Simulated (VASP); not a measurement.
## Rb: single point with r2SCAN

Rb:

```
Rb
1.0
    -2.86772    2.86772    2.86772
     2.86772   -2.86772    2.86772
     2.86772    2.86772   -2.86772
Rb
1
Direct
  0.00000 0.00000 0.00000
```

```json
{
  "Program": "VASP 6.6.1",
  "Task": "single point",
  "Functional": "r2SCAN",
  "Potentials or basis": "VASP PAW PBE potentials, release 64 (Rb_sv)",
  "Cutoff": "520 eV",
  "k mesh": "8 × 8 × 8",
  "Occupations": "fermi-dirac, width 1 eV",
  "Spin": "no spin polarisation"
}
```

```yaml
Pressure: 0.5 GPa
Band_gap_on_the_k_mesh: zero (an odd number of electrons rules out a gap without spin polarisation)
```

Levels at points of the mesh, in eV from the Fermi level:
```
           k point  band 1  band 2  band 3  band 4  band 5  band 6  band 7  band 8
(0.00, 0.00, 0.00)  -29.35  -12.85  -12.85  -12.85   -1.26    4.77    4.77    4.77
(0.50, 0.00, 0.00)  -29.34  -12.93  -12.88  -12.85    1.10    1.44    3.57    5.38
(0.50, 0.50, 0.50)  -29.34  -12.91  -12.91  -12.91    2.03    2.03    4.17    4.17
```

Wall time 57 s on 1 thread of Intel(R) Xeon(R) 6975P-C (Granite Rapids), on a shared host, peak memory 0.25 GiB.

Caveat: so wide a smearing shifts energies and pressures; the PAW data sets were made with another functional, which shifts forces and pressure a little.
